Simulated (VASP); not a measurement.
## Rh: single point with PBEsol-based global hybrid with 25 % exact exchange

Crystal: Rh.

```
Rh
1.0
     0.00000    1.87493    1.87493
     1.87493    0.00000    1.87493
     1.87493    1.87493    0.00000
Rh
1
Direct
  0.00000 0.00000 0.00000
```

```yaml
Program: VASP 6.6.1
Task: single point
Functional: PBEsol-based global hybrid with 25 % exact exchange
Potentials_or_basis: VASP PAW PBE potentials, release 64 (Rh_pv)
Cutoff: 520 eV
k_mesh: 6 × 6 × 6
Occupations: fermi-dirac, width 0.05 eV
Spin: no spin polarisation
```

The pressure is 0.5 GPa and the band gap on the k mesh is zero (an odd number of electrons rules out a gap without spin polarisation).

Levels at points of the mesh, in eV from the Fermi level:
| k point | band 5 | band 6 | band 7 | band 8 | band 9 | band 10 |
| --- | --- | --- | --- | --- | --- | --- |
| (0.00, 0.00, 0.00) | -4.27 | -4.27 | -4.27 | -1.95 | -1.95 | 17.64 |
| (0.50, 0.00, 0.00) | -4.50 | -4.50 | 1.10 | 1.10 | 1.24 | 10.78 |
| (0.50, 0.50, 0.00) | -7.67 | 0.75 | 1.73 | 1.73 | 4.15 | 14.62 |

Wall time 13 min on 1 thread of Intel(R) Xeon(R) Platinum 8488C (Sapphire Rapids), with other jobs on the host, peak memory 0.14 GiB.

Caveat: the k points lie up to 0.48 Å⁻¹ apart, too coarse for converged energies and pressures of a metal; the PAW data sets were made with another functional, which shifts forces and pressure a little.
